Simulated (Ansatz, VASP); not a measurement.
SiC in VASP and in Ansatz

```
CELL_PARAMETERS angstrom
0.00000 2.21159 2.17805
2.21159 0.00000 2.17805
2.21159 2.21159 0.00000
ATOMIC_POSITIONS crystal
Si 0.00000 0.00000 0.00000
C 0.25000 0.25000 0.25000
```

Change from the starting cell: biaxial_xy strain +1.5%.

Alike in both runs: task single point; functional HSE06; k mesh 8 × 8 × 8; no spin polarisation.

|  | VASP | Ansatz |
| --- | --- | --- |
| version | VASP 6.6.1 | Ansatz 0.2.0 |
| potentials or method | VASP PAW PBE potentials, release 64 (Si, C) | plane waves, PAW |
| plane-wave cutoff (eV) | 520 | 420 |
| occupations | gaussian, width 0.01 eV | fixed |
| valence electrons in the cell | 8 | 8 |

```tsv
	VASP	Ansatz	Ansatz less VASP
gap on the k mesh at the Fermi level (eV)	2.09	2.08	-0.004
pressure (GPa)	-8.1	-7.7	+0.34
traceless stress, the component that is largest in VASP (GPa)	2.72	2.71	-0.016
```

Ansatz's warnings: stress exchange threshold loose, stress scf threshold loose.
